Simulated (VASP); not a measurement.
Set up this calculation in VASP 6.6.1, as the native input.

```
Task                   : electric field gradients
Functional             : PBEsol
Potentials or basis    : VASP PAW PBE potentials, release 64 (Li_sv)
Cutoff                 : 650 eV
k mesh                 : 13 × 13 × 13
Occupations            : fermi-dirac, width 0.08 eV
Spin                   : no spin polarisation
Dipole correction      : no
Further INCAR settings : ALGO = Normal; EDIFF = 1e-08; NBANDS = 8
```

The structure of Li lies in POSCAR:

```
Li
1.0
    0.0000000000      2.1722395951      2.1722395951
    2.1722395951      0.0000000000      2.1722395951
    2.1722395951      2.1722395951      0.0000000000
Li
1
Direct
    0.0000000000      0.0000000000      0.0000000000
```

This cell differs from its parent crystal: volume scaled by 0.96.

One way to write it, as run:

INCAR

```
PREC = Accurate
ENCUT = 650
EDIFF = 1E-8
ISMEAR = -1
SIGMA = 0.08
LREAL = False
LASPH = True
NELM = 120
ALGO = Normal
ISIF = 2
LWAVE = False
LCHARG = False
GGA = PS
LEFG = True
NBANDS = 8
GGA_COMPAT = False
```

KPOINTS

```
Automatic mesh
0
Gamma
  13 13 13
```

Potentials or basis: VASP PAW PBE potentials, release 64 (Li_sv).

Run with:

```console
$ cat potpaw_PBE.64/Li_sv/POTCAR > POTCAR
$ mpirun -np 1 vasp_std > vasp.out
```

Results of the run:

```json
{
  "Pressure": "-0.4 GPa"
}
```

Caveat: without QUAD_EFG the Cq values of the log hold for a quadrupole moment of 1 mb, not for the nuclei; the PAW data sets were made with another functional, which shifts forces and pressure a little.

Wall time 12 s on 1 thread of Intel(R) Xeon(R) Platinum 8559C (Emerald Rapids), with other jobs on the host, peak memory 0.15 GiB.
